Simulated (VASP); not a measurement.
# Ti: single point with r2SCAN

Ti:

```
Ti
1.0
     0.00000    2.15791    2.00377
     2.15791    0.00000    2.00377
     2.15791    2.15791    0.00000
Ti
1
Direct
  0.00000 0.00000 0.00000
```

This cell differs from its parent crystal: strain +0.050 along x and y, -0.025 along z.

```yaml
Program: VASP 6.6.1
Task: single point
Functional: r2SCAN
Potentials_or_basis: VASP PAW PBE potentials, release 64 (Ti_sv)
Cutoff: 520 eV
k_mesh: 26 × 26 × 26
Occupations: gaussian, width 0.15 eV
Spin: no spin polarisation
Dipole_correction: no
Further_INCAR_settings: ALGO = Normal; EDIFF = 1e-07; NBANDS = 12
```

```yaml
Pressure: -6.8 GPa
Band_gap_on_the_k_mesh: zero (bands 6 and 7 overlap by 1.43 eV)
```

Stress tensor (GPa, compression positive):
```
-7.63  0.00  0.00
 0.00 -7.63  0.00
 0.00  0.00 -5.26
```

Levels at points of the mesh, in eV from the Fermi level:
```
           k point  band 4  band 5  band 6  band 7  band 8  band 9
(0.00, 0.00, 0.00)  -34.06   -6.28    0.81    0.81    1.31    2.29
(0.50, 0.00, 0.00)  -34.10   -2.53    0.32    0.60    1.23    3.37
(0.50, 0.50, 0.00)  -34.30   -2.35   -1.70    3.50    3.57    3.73
(0.50, 0.00, 0.50)  -34.20   -2.40   -1.46    2.06    3.52    3.54
```

Run time: 25 min on 1 thread of Intel Xeon 8259CL, on a shared host, peak memory 0.36 GiB.

Caveat: the cell differs from its parent crystal (strain +0.050 along x and y, -0.025 along z); the cell stands under tension; the PAW data sets were made with another functional, which shifts forces and pressure a little.
